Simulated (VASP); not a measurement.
# Si63BH (a cell with a defect) in VASP: relaxation of the atoms with PBE

Aim: the relaxation of the atoms of Si63BH (a cell with a defect) with PBE.

Program: VASP 6.6.1. These are calculated values, not measurements. Logs are shortened: lines on timing, memory, paths and dates and some standing lists are left out, and cuts for length are marked.

## Step 1: The cell of the first run

The cell holds a defect, 65 atoms: a = 10.862 Å, b = 10.862 Å, c = 10.862 Å, α = 90.00°, β = 90.00°, γ = 90.00°.

## Step 2: Relaxation of the atoms, PBE

Contents of INCAR:

```
SYSTEM = Si63BH
PREC = Accurate
ENCUT = 450
EDIFF = 1E-7
ISMEAR = 0
SIGMA = 0.01
LREAL = Auto
LASPH = .TRUE.
NELM = 120
ALGO = Normal
ISIF = 2
LWAVE = .FALSE.
LCHARG = .FALSE.
GGA = PE
IBRION = 2
NSW = 80
EDIFFG = -0.005
GGA_COMPAT = .FALSE.
NELMIN = 4
```

Contents of KPOINTS:

```
regular mesh
0
G
  1 1 1
  0 0 0
```

Contents of POSCAR:

```
Si63BH
1.0
   10.8620000000      0.0000000000      0.0000000000
    0.0000000000     10.8620000000      0.0000000000
    0.0000000000      0.0000000000     10.8620000000
H Si B
1 63 1
Direct
    0.5536460000      0.5536460000      0.5536460000
    0.9999070000      0.9999070000      0.9999070000
    0.0015120000      0.0015120000      0.4992190000
    0.0015120000      0.4992190000      0.0015120000
    0.0006460000      0.4997610000      0.4997610000
    0.4992190000      0.0015120000      0.0015120000
    0.4997610000      0.0006460000      0.4997610000
    0.4997610000      0.4997610000      0.0006460000
    0.9984290000      0.2493550000      0.2493550000
    0.9999880000      0.2503390000      0.7493760000
    0.9999880000      0.7493760000      0.2503390000
    0.0013890000      0.7501140000      0.7501140000
    0.4989950000      0.2511920000      0.2511920000
    0.4982160000      0.2539790000      0.7443500000
    0.4982160000      0.7443500000      0.2539790000
    0.4974450000      0.7541310000      0.7541310000
    0.2493550000      0.9984290000      0.2493550000
    0.2503390000      0.9999880000      0.7493760000
    0.2511920000      0.4989950000      0.2511920000
    0.2539790000      0.4982160000      0.7443500000
    0.7493760000      0.9999880000      0.2503390000
    0.7501140000      0.0013890000      0.7501140000
    0.7443500000      0.4982160000      0.2539790000
    0.7541310000      0.4974450000      0.7541310000
    0.2493550000      0.2493550000      0.9984290000
    0.2511920000      0.2511920000      0.4989950000
    0.2503390000      0.7493760000      0.9999880000
    0.2539790000      0.7443500000      0.4982160000
    0.7493760000      0.2503390000      0.9999880000
    0.7443500000      0.2539790000      0.4982160000
    0.7501140000      0.7501140000      0.0013890000
    0.7541310000      0.7541310000      0.4974450000
    0.1247150000      0.1247150000      0.1247150000
    0.1263890000      0.1263890000      0.6247510000
    0.1263890000      0.6247510000      0.1263890000
    0.1257920000      0.6248760000      0.6248760000
    0.6247510000      0.1263890000      0.1263890000
    0.6248760000      0.1257920000      0.6248760000
    0.6248760000      0.6248760000      0.1257920000
    0.6408590000      0.6408590000      0.6408590000
    0.1242070000      0.3737840000      0.3737840000
    0.1267050000      0.3756380000      0.8725560000
    0.1267050000      0.8725560000      0.3756380000
    0.1258260000      0.8753050000      0.8753050000
    0.6095690000      0.3833910000      0.3833910000
    0.6230870000      0.3742540000      0.8747090000
    0.6230870000      0.8747090000      0.3742540000
    0.6264200000      0.8774730000      0.8774730000
    0.3737840000      0.1242070000      0.3737840000
    0.3756380000      0.1267050000      0.8725560000
    0.3833910000      0.6095690000      0.3833910000
    0.3742540000      0.6230870000      0.8747090000
    0.8725560000      0.1267050000      0.3756380000
    0.8753050000      0.1258260000      0.8753050000
    0.8747090000      0.6230870000      0.3742540000
    0.8774730000      0.6264200000      0.8774730000
    0.3737840000      0.3737840000      0.1242070000
    0.3833910000      0.3833910000      0.6095690000
    0.3756380000      0.8725560000      0.1267050000
    0.3742540000      0.8747090000      0.6230870000
    0.8725560000      0.3756380000      0.1267050000
    0.8747090000      0.3742540000      0.6230870000
    0.8753050000      0.8753050000      0.1258260000
    0.8774730000      0.8774730000      0.6264200000
    0.4831260000      0.4831260000      0.4831260000
```

Potentials or basis: VASP PAW PBE potentials, release 64 (H, Si, B).

Command:

```
cat potpaw_PBE.64/H/POTCAR potpaw_PBE.64/Si/POTCAR potpaw_PBE.64/B/POTCAR > POTCAR
mpirun -np 1 vasp_gam > vasp.out
```

OUTCAR:

```text
SYSTEM = Si63BH
   PREC = Accurate
   ENCUT = 450
   EDIFF = 1E-7
   ISMEAR = 0
   LREAL = Auto
   LASPH = .TRUE.
   NELM = 120
   ISIF = 2
   GGA = PE
   IBRION = 2
   NSW = 80
   EDIFFG = -0.005
   NELMIN = 4

 ion  position               nearest neighbor table
   1  0.554  0.554  0.554-  65 1.33  40 1.64
   2  1.000  1.000  1.000-  33 2.35  44 2.35  54 2.35  63 2.35
   3  0.002  0.002  0.499-  34 2.35  64 2.35  53 2.37  43 2.37
   4  0.002  0.499  0.002-  35 2.35  56 2.35  42 2.37  61 2.37
   5  0.001  0.500  0.500-  55 2.35  62 2.35  36 2.35  41 2.36
   6  0.499  0.002  0.002-  37 2.35  48 2.35  50 2.37  59 2.37
   7  0.500  0.001  0.500-  47 2.35  60 2.35  38 2.35  49 2.36
[... 56 lines left out ...]
  64  0.877  0.877  0.626-  12 2.35  22 2.35   3 2.35  32 2.36
  65  0.483  0.483  0.483-   1 1.33  45 2.06  51 2.06  58 2.06

  LATTYP: Found a simple cubic cell.
 ALAT       =    10.8620000000

  Lattice vectors:

 A1 = (  10.8620000000,   0.0000000000,   0.0000000000)
 A2 = (   0.0000000000,  10.8620000000,   0.0000000000)
 A3 = (   0.0000000000,   0.0000000000,  10.8620000000)

Analysis of symmetry for initial positions (statically):
=====================================================================
 Subroutine PRICEL returns:
 Original cell was already a primitive cell.

 Routine SETGRP: Setting up the symmetry group for a
 simple cubic supercell.

 Subroutine GETGRP returns: Found  6 space group operations
 (whereof  6 operations were pure point group operations)
 out of a pool of 48 trial point group operations.

The static configuration has the point symmetry C_3v.

Analysis of symmetry for dynamics (positions and initial velocities):
=====================================================================
 Subroutine PRICEL returns:
 Original cell was already a primitive cell.

 Routine SETGRP: Setting up the symmetry group for a
 simple cubic supercell.

 Subroutine GETGRP returns: Found  6 space group operations
 (whereof  6 operations were pure point group operations)
 out of a pool of 48 trial point group operations.

The dynamic configuration has the point symmetry C_3v.

 Subroutine INISYM returns: Found  6 space group operations
 (whereof  6 operations are pure point group operations),
 and found     1 'primitive' translations

----------------------------------------------------------------------------------------

                                     Primitive cell

  volume of cell :    1281.5318

  direct lattice vectors                    reciprocal lattice vectors
    10.862000000  0.000000000  0.000000000     0.092064077  0.000000000  0.000000000
     0.000000000 10.862000000  0.000000000     0.000000000  0.092064077  0.000000000
     0.000000000  0.000000000 10.862000000     0.000000000  0.000000000  0.092064077

  length of vectors
    10.862000000 10.862000000 10.862000000     0.092064077  0.092064077  0.092064077

  position of ions in fractional coordinates (direct lattice)
     0.553646000  0.553646000  0.553646000
     0.999907000  0.999907000  0.999907000
     0.001512000  0.001512000  0.499219000
     0.001512000  0.499219000  0.001512000
     0.000646000  0.499761000  0.499761000
     0.499219000  0.001512000  0.001512000
[... 57 lines left out ...]
     0.877473000  0.877473000  0.626420000
     0.483126000  0.483126000  0.483126000

  ion indices of the primitive-cell ions
   primitive index   ion index
                 1           1
                 2           2
                 3           3
                 4           4
                 5           5
                 6           6
[... 57 lines left out ...]
                64          64
                65          65

----------------------------------------------------------------------------------------

 KPOINTS: regular mesh

Automatic generation of k-mesh.
 Grid dimensions read from file:
 generate k-points for:    1    1    1

 Generating k-lattice:

  Cartesian coordinates                     Fractional coordinates (reciprocal lattice)
     0.092064077  0.000000000  0.000000000     1.000000000  0.000000000  0.000000000
     0.000000000  0.092064077  0.000000000     0.000000000  1.000000000  0.000000000
     0.000000000  0.000000000  0.092064077     0.000000000  0.000000000  1.000000000

  Length of vectors
     0.092064077  0.092064077  0.092064077

  Shift w.r.t. Gamma in fractional coordinates (k-lattice)
     0.000000000  0.000000000  0.000000000

 Subroutine IBZKPT returns following result:
 ===========================================

 Found      1 irreducible k-points:

 Following reciprocal coordinates:
            Coordinates               Weight
  0.000000  0.000000  0.000000      1.000000
   k-points           NKPTS =      1   k-points in BZ     NKDIM =      1   number of bands    NBANDS=    161
   number of dos      NEDOS =    301   number of ions     NIONS =     65
   total plane-waves  NPLWV = 512000
   dimension x,y,z NGX =    80 NGY =   80 NGZ =   80
   dimension x,y,z NGXF=   160 NGYF=  160 NGZF=  160
   ions per type =               1  63   1
   NGX,Y,Z   is equivalent  to a cutoff of  12.24, 12.24, 12.24 a.u.
   NGXF,Y,Z  is equivalent  to a cutoff of  24.49, 24.49, 24.49 a.u.
 SYSTEM =  Si63BH
   PREC   = accura    normal or accurate (medium, high low for compatibility)
   ISTART =      0    job   : 0-new  1-cont  2-samecut
   ICHARG =      2    charge: 1-file 2-atom 10-const
   ISPIN  =      1    spin polarized calculation?
   LNONCOLLINEAR =      F non collinear calculations
   LSORBIT =      F    spin-orbit coupling
   LASPH  =      T    aspherical Exc in radial PAW
   ENCUT  =  450.0 eV  33.07 Ry    5.75 a.u.  18.79 18.79 18.79*2*pi/ulx,y,z
   NELM   =    120;   NELMIN=  4; NELMDL= -5     # of ELM steps
   EDIFF  = 0.1E-06   stopping-criterion for ELM
   LREAL  =      T    real-space projection
   EDIFFG = -.5E-02   stopping-criterion for IOM
   NSW    =     80    number of steps for IOM
   IBRION =      2    ionic relax: 0-MD 1-quasi-New 2-CG
   NFREE  =      1    steps in history (QN), initial steepest desc. (CG)
   ISIF   =      2    stress and relaxation
   ISYM   =      2    0-nonsym 1-usesym 2-fastsym
   POTIM  = 0.5000    time-step for ionic-motion
   TEBEG  =    0.0;   TEEND  =   0.0 temperature during run
   PSTRESS=    0.0 pullay stress
   NELECT =     256.0000    total number of electrons
   NUPDOWN=      -1.0000    fix difference up-down
   EMIN   =  10.00;   EMAX   =-10.00  energy-range for DOS
   EFERMI =   0.00;   METHOD = LEGACY
   ISMEAR =     0;   SIGMA  =   0.01  broadening in eV -4-tet -1-fermi 0-gaus
   EFERMI_NEDOS =   21; number of points for ismear=-14 and -15
   IALGO  =     38    algorithm
   IMIX   =      4    mixing-type and parameters
     AMIX     =   0.40;   BMIX     =  1.00
     AMIX_MAG =   1.60;   BMIX_MAG =  1.00
  volume/ion in A,a.u.               =      19.72       133.05
  Fermi-wavevector in a.u.,A,eV,Ry     =   0.956999  1.808467 12.460868  0.915848
  Thomas-Fermi vector in A             =   2.085978
   LORBIT       =      0    0 simple, 1 ext, 2 COOP (PROOUT), +10 PAW based schemes
   GGA     = PE    functional components
   LHFCALC =     F    Hartree Fock is set to
   AEXX    =    0.0000 exact exchange contribution
   IVDW    =     0    specifies the selected vdW correction
   LEPSILON=     F    determine dielectric tensor
   LRPA    =     F    only Hartree local field effects (RPA)
 conjugate gradient relaxation of ions
 non-spin polarized calculation
 Gauss-broadening in eV      SIGMA  =   0.01
  energy-cutoff  :      450.00
  volume of cell :     1281.53
 maximum number of plane-waves:     13817
 NGX is ok and might be reduce to    80
   NGX = 37   NGY = 37   NGZ = 37

--------------------------------------- Ionic step        1  -------------------------------------------

 number of electron     256.0000010 magnetization

 Free energy of the ion-electron system (eV)
  ---------------------------------------------------
  ext. energy  EPLUGINS =         0.00000000
  ---------------------------------------------------
  free energy    TOTEN  =      -343.92140152 eV

  energy without entropy =     -343.92140152  energy(sigma->0) =     -343.92140152

------------------------ aborting loop because EDIFF is reached ----------------------------------------

  FORCE on cell =-STRESS in cart. coord.  units (eV):
  Direction    XX          YY          ZZ          XY          YZ          ZX
  --------------------------------------------------------------------------------------
  -------------------------------------------------------------------------------------
  Total       18.0658141     18.0658141     18.0658141      1.7607194      1.7607194      1.7607194
  in kB       22.5859688     22.5859688     22.5859688      2.2012600      2.2012600      2.2012600
  external PRESSURE =      22.5859688 kB  Pullay stress =       0.0000000 kB
[... 278 lines left out ...]
  FREE ENERGIE OF THE ION-ELECTRON SYSTEM (eV)
  ---------------------------------------------------
  free  energy   TOTEN  =      -343.9248166784 eV

  energy  without entropy=     -343.9248166784  energy(sigma->0) =     -343.92481668

[... ionic steps 4 to 7 ...]

--------------------------------------- Ionic step        8  -------------------------------------------

 number of electron     256.0000011 magnetization

------------------------ aborting loop because EDIFF is reached ----------------------------------------
[... 193 lines left out ...]
--------------------------------------- Ionic step       10  -------------------------------------------

 number of electron     256.0000011 magnetization

 Free energy of the ion-electron system (eV)
  ---------------------------------------------------
  ext. energy  EPLUGINS =         0.00000000
  ---------------------------------------------------
  free energy    TOTEN  =      -343.92545663 eV

  energy without entropy =     -343.92545663  energy(sigma->0) =     -343.92545663

 E-fermi :   5.8348     XC(G=0):  -9.3636

 val. band max:        5.7880852511   @ k =   0.0000   0.0000   0.0000
 cond. band min:       6.2026064035   @ k =   0.0000   0.0000   0.0000
 fundamental gap:      0.4145211524
 Fermi energy:         5.8347861268

 k-point     1 :       0.0000    0.0000    0.0000
  band No.  band energies     occupation
      1      -6.1742      2.00000
      2      -5.2333      2.00000
      3      -5.1040      2.00000
      4      -5.0692      2.00000
      5      -5.0692      2.00000
      6      -5.0456      2.00000
[... 132 lines left out ...]
    139       6.9825      0.00000
    140       6.9825      0.00000
 [bands above 140 left out]

------------------------ aborting loop because EDIFF is reached ----------------------------------------

  FORCE on cell =-STRESS in cart. coord.  units (eV):
  Direction    XX          YY          ZZ          XY          YZ          ZX
  --------------------------------------------------------------------------------------
  -------------------------------------------------------------------------------------
  Total       18.0849521     18.0849521     18.0849521      1.8949742      1.8949742      1.8949742
  in kB       22.6098953     22.6098953     22.6098953      2.3691060      2.3691060      2.3691060
  external PRESSURE =      22.6098953 kB  Pullay stress =       0.0000000 kB
[... 80 lines left out ...]
  FREE ENERGIE OF THE ION-ELECTRON SYSTEM (eV)
  ---------------------------------------------------
  free  energy   TOTEN  =      -343.9254566299 eV

  energy  without entropy=     -343.9254566299  energy(sigma->0) =     -343.92545663

 reached required accuracy - stopping structural energy minimisation
```

It took 25 min on 1 thread of Intel Xeon 8259CL, shared host; peak memory 1.1 GiB.

What came out:

| Quantity | Value |
| --- | --- |
| Free energy | -343.9255 eV |
| Energy gained by relaxing | 0.1 meV/atom |
| Ionic steps | 10 |
| Pressure after relaxing | 2.3 GPa |
| Largest force after relaxing | 0.005 eV/Å |

Forces on the atoms (eV/Å):
```
H    0.001  0.001  0.001
Si   0.002  0.002  0.002
Si   0.002  0.002  0.002
Si   0.002  0.002  0.002
Si   0.002 -0.001 -0.001
Si   0.002  0.002  0.002
Si  -0.001  0.002 -0.001
Si  -0.001 -0.001  0.002
Si   0.003  0.003  0.003
Si   0.001  0.000 -0.001
Si   0.001 -0.001  0.000
Si  -0.001 -0.001 -0.001
Si  -0.001  0.000  0.000
Si   0.000  0.000  0.001
Si   0.000  0.001  0.000
Si   0.000 -0.002 -0.002
Si   0.003  0.003  0.003
Si   0.000  0.001 -0.001
Si   0.000 -0.001  0.000
Si   0.000  0.000  0.001
Si  -0.001  0.001  0.000
Si  -0.001 -0.001 -0.001
Si   0.001  0.000  0.000
Si  -0.002  0.000 -0.002
Si   0.003  0.003  0.003
Si   0.000  0.000 -0.001
Si   0.000 -0.001  0.001
Si   0.000  0.001  0.000
Si  -0.001  0.000  0.001
Si   0.001  0.000  0.000
Si  -0.001 -0.001 -0.001
Si  -0.002 -0.002  0.000
Si  -0.001 -0.001 -0.001
Si   0.000  0.000  0.002
Si   0.000  0.002  0.000
Si   0.001  0.000  0.000
Si   0.002  0.000  0.000
Si   0.000  0.001  0.000
Si   0.000  0.000  0.001
Si  -0.001 -0.001 -0.001
Si   0.003  0.001  0.001
Si  -0.001  0.001  0.000
Si  -0.001  0.000  0.001
Si  -0.003  0.001  0.001
Si  -0.003  0.002  0.002
Si  -0.002 -0.004  0.001
Si  -0.002  0.001 -0.004
Si  -0.002  0.000  0.000
Si   0.001  0.003  0.001
Si   0.001 -0.001  0.000
Si   0.002 -0.003  0.002
Si  -0.004 -0.002  0.001
Si   0.000 -0.001  0.001
Si   0.001 -0.003  0.001
Si   0.001 -0.002 -0.004
Si   0.000 -0.002  0.000
Si   0.001  0.001  0.003
Si   0.002  0.002 -0.003
Si   0.001  0.000 -0.001
Si  -0.004  0.001 -0.002
Si   0.000  0.001 -0.001
Si   0.001 -0.004 -0.002
Si   0.001  0.001 -0.003
Si   0.000  0.000 -0.002
B    0.001  0.001  0.001
```

Stress tensor (GPa, compression positive):
```
2.26 0.24 0.24
0.24 2.26 0.24
0.24 0.24 2.26
```

Step by step:
```csv
step,energy change (eV),largest force (eV/Å),pressure (GPa)
1,0.0000,0.1812,2.26
2,-0.0033,0.0490,2.26
3,-0.0034,0.0282,2.26
4,-0.0037,0.0114,2.26
5,-0.0038,0.0131,2.26
6,-0.0039,0.0066,2.26
7,-0.0039,0.0094,2.26
8,-0.0040,0.0054,2.26
9,-0.0040,0.0075,2.26
10,-0.0041,0.0050,2.26
```

Final structure:
```
H Si B
1.0
    10.86200    0.00000    0.00000
     0.00000   10.86200    0.00000
     0.00000    0.00000   10.86200
H Si B
1 63 1
Direct
  0.55422 0.55422 0.55422
  0.00003 0.00003 0.00003
  0.00159 0.00159 0.49944
  0.00159 0.49944 0.00159
  0.00050 0.49985 0.49985
  0.49944 0.00159 0.00159
  0.49985 0.00050 0.49985
  0.49985 0.49985 0.00050
  0.99838 0.24946 0.24946
  0.99986 0.25028 0.74946
  0.99986 0.74946 0.25028
  0.00113 0.75012 0.75012
  0.49898 0.25118 0.25118
  0.49830 0.25377 0.74456
  0.49830 0.74456 0.25377
  0.49728 0.75406 0.75406
  0.24946 0.99838 0.24946
  0.25028 0.99986 0.74946
  0.25118 0.49898 0.25118
  0.25377 0.49830 0.74456
  0.74946 0.99986 0.25028
  0.75012 0.00113 0.75012
  0.74456 0.49830 0.25377
  0.75406 0.49728 0.75406
  0.24946 0.24946 0.99838
  0.25118 0.25118 0.49898
  0.25028 0.74946 0.99986
  0.25377 0.74456 0.49830
  0.74946 0.25028 0.99986
  0.74456 0.25377 0.49830
  0.75012 0.75012 0.00113
  0.75406 0.75406 0.49728
  0.12483 0.12483 0.12483
  0.12647 0.12647 0.62484
  0.12647 0.62484 0.12647
  0.12564 0.62494 0.62494
  0.62484 0.12647 0.12647
  0.62494 0.12564 0.62494
  0.62494 0.62494 0.12564
  0.64019 0.64019 0.64019
  0.12410 0.37389 0.37389
  0.12651 0.37558 0.87270
  0.12651 0.87270 0.37558
  0.12559 0.87523 0.87523
  0.61028 0.38317 0.38317
  0.62311 0.37422 0.87467
  0.62311 0.87467 0.37422
  0.62616 0.87742 0.87742
  0.37389 0.12410 0.37389
  0.37558 0.12651 0.87270
  0.38317 0.61028 0.38317
  0.37422 0.62311 0.87467
  0.87270 0.12651 0.37558
  0.87523 0.12559 0.87523
  0.87467 0.62311 0.37422
  0.87742 0.62616 0.87742
  0.37389 0.37389 0.12410
  0.38317 0.38317 0.61028
  0.37558 0.87270 0.12651
  0.37422 0.87467 0.62311
  0.87270 0.37558 0.12651
  0.87467 0.37422 0.62311
  0.87523 0.87523 0.12559
  0.87742 0.87742 0.62616
  0.48351 0.48351 0.48351
```

Levels at points of the mesh, in eV from the Fermi level:
```csv
k point,band 124,band 125,band 126,band 127,band 128,band 129,band 130,band 131,band 132,band 133
"(0.00, 0.00, 0.00)",-1.16,-1.16,-0.06,-0.05,-0.05,0.37,0.60,0.67,0.67,0.72
```

Caveat: the k points lie up to 0.58 Å⁻¹ apart.
